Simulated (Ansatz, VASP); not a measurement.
# ZrTa2N4: VASP beside Ansatz

```
Zr Ta N
1.0
     0.00000    3.09014    0.00000
     0.00000    0.00000    5.19388
    10.70403    0.00000    0.00000
Zr Ta N
2 4 8
Cartesian
  5.3520 0.0000 0.0000
  0.0000 0.0000 0.0000
  8.0280 1.5451 4.2724
  2.6760 0.0000 3.3660
  2.6760 1.5451 0.9215
  8.0280 0.0000 1.8279
  6.7710 0.0000 3.5304
  3.9330 0.0000 1.6635
  3.9506 1.5451 4.3591
  6.7534 1.5451 0.8348
  9.2850 0.0000 3.5304
  1.4190 0.0000 1.6635
  9.3027 1.5451 0.8348
  1.4014 1.5451 4.3591
```

Alike in both runs: task single point; functional PBE; k mesh 8 × 4 × 2; occupations gaussian, width 0.2 eV; no spin polarisation.

|  | VASP | Ansatz |
| --- | --- | --- |
| version | VASP 6.6.1 | Ansatz 0.2.0 |
| potentials or method | VASP PAW PBE potentials, release 64 (Zr_sv, Ta_pv, N), cutoff 520 eV | scalar-relativistic, plane waves, PAW |
| valence electrons in the cell | 108 | 116 |

VASP gave:

| Quantity | Value |
| --- | --- |
| gap on the k mesh at the Fermi level (eV) | none |
| pressure (GPa) | 0.5 |
| traceless stress, the component that is largest in VASP (GPa) | -0.09 |
| rms of the force components (eV/Å) | 0.020 |

Q: What did Ansatz give for the same quantities?

A: gap on the k mesh at the Fermi level (eV): none; pressure (GPa): 0.0; traceless stress, the component that is largest in VASP (GPa): -0.05; rms of the force components (eV/Å): 0.009.

Atom by atom the forces differ by 0.020 eV/Å (rms over components). A gap of «none» marks a metal or a gap that the smearing closes. With one functional, cell and mesh, what is left measures potentials, basis and numerics. VASP's potentials hold 108 valence electrons a cell and Ansatz's 116, so a difference there can come from the potentials and not from the codes.

Neither program's run includes spin-orbit coupling.
